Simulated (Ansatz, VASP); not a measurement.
## Be2S in VASP and in Ansatz

```
Be S
1.0
     3.55577    0.00000    0.00000
    -1.77788    3.07939    0.00000
     0.00000    0.00000    6.43536
Be S
4 2
Direct
  0.33333 0.66667 0.25000
  0.33333 0.66667 0.75000
  0.66667 0.33333 0.25000
  0.66667 0.33333 0.75000
  0.00000 0.00000 0.00000
  0.00000 0.00000 0.50000
```

Alike in both runs: task single point; functional PBE; k mesh 9 × 9 × 4; occupations gaussian, width 0.2 eV; no spin polarisation.

```csv
,VASP,Ansatz
version,VASP 6.6.1,Ansatz 0.2.0
potentials or method,"VASP PAW PBE potentials, release 64 (Be, S), cutoff 520 eV","scalar-relativistic, plane waves, PAW"
valence electrons in the cell,20,20
```

|  | VASP | Ansatz | Ansatz less VASP |
| --- | --- | --- | --- |
| gap on the k mesh at the Fermi level (eV) | none | none | - |
| pressure (GPa) | 0.2 | 0.1 | -0.05 |
| traceless stress, the component that is largest in VASP (GPa) | -0.38 | -0.37 | +0.011 |

A gap of «none» marks a metal or a gap that the smearing closes. The functional is the same, so the differences come from potentials, cutoffs and numerics.
